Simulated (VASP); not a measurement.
Input of a VASP 6.6.1 run:

INCAR

```
PREC     = Accurate       # precision mode
ENCUT    = 520            # plane-wave cutoff, eV
EDIFF    = 1E-6           # SCF threshold, eV
ISMEAR   = 0              # smearing method
SIGMA    = 0.15           # smearing width, eV
LREAL    = False          # projectors in reciprocal space
LASPH    = True           # aspherical terms in the spheres
NELM     = 150            # most SCF steps
ALGO     = Normal         # electronic algorithm
ISIF     = 2              # what is computed and relaxed
LWAVE    = False          # write WAVECAR
LCHARG   = False          # write CHGCAR
ISPIN    = 2              # spin polarisation
MAGMOM   = 0.5 0.5 0.5 0  # initial moments
LORBIT   = 11             # projections on sites
NUPDOWN  = 1.5            # fixed moment
LMAXMIX  = 4              # l up to which the mixer works
GGA      = PS             # functional
NBANDS   = 32             # bands
```

Contents of KPOINTS:

```
Automatic mesh
0
Gamma
  12 12 12
```

Contents of POSCAR:

```
Ti3Al
1.0
    0.0000000000      3.4375311292      3.4375311292
    3.4375311292      0.0000000000      3.4375311292
    3.4375311292      3.4375311292      0.0000000000
Ti Al
3 1
Direct
    0.7500000000      0.7500000000      0.7500000000
    0.2500000000      0.2500000000      0.2500000000
    0.0000000000      0.0000000000      0.0000000000
    0.5000000000      0.5000000000      0.5000000000
```

Potentials or basis: VASP PAW PBE potentials, release 64 (Ti_sv, Al).

The run is started by

```console
$ cat potpaw_PBE.64/Ti_sv/POTCAR potpaw_PBE.64/Al/POTCAR > POTCAR
$ mpirun -np 1 vasp_std > vasp.out
```

(1) Predict the pressure.

Results:

(1) -17.2 GPa.

Caveat: the cell stands under tension; the PAW data sets were made with another functional, which shifts forces and pressure a little; the total moment is fixed, so each spin has its own Fermi level.
